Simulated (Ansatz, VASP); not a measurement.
**Ru in VASP and in Ansatz**

```xyz
2
Lattice="2.7058 0.0000 0.0000 -1.3529 2.3433 0.0000 0.0000 0.0000 4.2819" Properties=species:S:1:pos:R:3 pbc="T T T"
Ru    1.3529    0.7811    3.2114
Ru    0.0000    1.5622    1.0705
```

Alike in both runs: task single point; functional PBE; k mesh 11 × 11 × 6; occupations gaussian, width 0.025 eV; no spin polarisation.

```csv
,VASP,Ansatz
version,VASP 6.6.1,Ansatz 0.2.0
potentials or method,"VASP PAW PBE potentials, release 64 (Ru_pv), cutoff 520 eV","all-electron LAPW, scalar-relativistic"
```

Ansatz gave:

| Item | Value |
| --- | --- |
| gap on the k mesh at the Fermi level (eV) | none |
| pressure (GPa) | 4.4 |
| traceless stress, the component that is largest in VASP (GPa) | -0.16 |

Q: Estimate VASP's values.

A: gap on the k mesh at the Fermi level (eV): none; pressure (GPa): 4.4; traceless stress, the component that is largest in VASP (GPa): -0.10.

A gap of «none» marks a metal or a gap that the smearing closes. Ansatz ran all-electron here, and VASP with PAW potentials.
